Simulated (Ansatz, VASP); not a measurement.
Two plane-wave programs on GaSb3

```xyz
4
Lattice="-0.0965 3.6220 3.6220 3.5255 0.0000 3.5255 3.6220 3.6220 -0.0965" Properties=species:S:1:pos:R:3 pbc="T T T"
Ga    0.0000    0.0000    0.0000
Sb    1.7627    1.8110    1.7627
Sb    5.2882    5.4330    5.2882
Sb    3.5255    3.6220    3.5255
```

Change from the starting cell: engineering shear strain xz -0.0533, normal strain along z +0.0000.

Alike in both runs: task single point; functional LDA; k mesh 10 × 10 × 10; occupations gaussian, width 0.15 eV; no spin polarisation.

|  | VASP | Ansatz |
| --- | --- | --- |
| version | VASP 6.6.1 | Ansatz 0.2.0 |
| potentials or method | VASP PAW LDA potentials, release 64 (Ga_d, Sb), cutoff 520 eV | scalar-relativistic, plane waves, PAW |
| valence electrons in the cell | 28 | 58 |

```tsv
	VASP	Ansatz	Ansatz less VASP
gap on the k mesh at the Fermi level (eV)	none	none	-
pressure (GPa)	0.5	0.4	-0.12
traceless stress, the component that is largest in VASP (GPa)	2.01	1.94	-0.069
rms of the force components (eV/Å)	0.051	0.050	-0.0010
```

Ansatz warns that its potentials were made for another functional, while VASP's fit it. LDA's correlation is that of Perdew and Zunger in VASP and of Perdew and Wang (1992) in Ansatz. Atom by atom the forces differ by 0.001 eV/Å (rms over components). A gap of «none» marks a metal or a gap that the smearing closes. VASP's potentials hold 28 valence electrons a cell and Ansatz's 58, so a difference there can come from the potentials and not from the codes.

Spin-orbit coupling is off throughout.
